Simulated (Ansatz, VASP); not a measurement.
# Mg2SO in VASP and in Ansatz

```
Mg S O
1.0
     1.71294    0.98897    5.59444
    -1.71294    0.98897    5.59444
     0.00000   -1.97793    5.59444
Mg S O
2 1 1
Cartesian
  0.0000 0.0000 4.1958
  0.0000 0.0000 12.5875
  0.0000 0.0000 0.0000
  0.0000 0.0000 8.3917
```

Alike in both runs: task relaxation of cell and atoms; functional PBE; k mesh 6 × 6 × 6; occupations gaussian, width 0.1 eV; no spin polarisation.

|  | VASP | Ansatz |
| --- | --- | --- |
| version | VASP 6.6.1 | Ansatz 0.2.0 |
| potentials or method | VASP PAW PBE potentials, release 64 (Mg, S, O), cutoff 600 eV | scalar-relativistic, plane waves, PAW |
| valence electrons in the cell | 16 | 32 |

Ansatz gave:

- gap on the k mesh at the Fermi level, each at its own relaxed structure (eV): 0.97
- relaxed volume (Å³/atom): 13.63
- relaxed cell length with the largest relative difference (Å): 5.877

What did VASP give for the same quantities?

gap on the k mesh at the Fermi level, each at its own relaxed structure (eV): 0.94; relaxed volume (Å³/atom): 13.53; relaxed cell length with the largest relative difference (Å): 5.854.

VASP's potentials hold 16 valence electrons a cell and Ansatz's 32, so a difference there can come from the potentials and not from the codes.
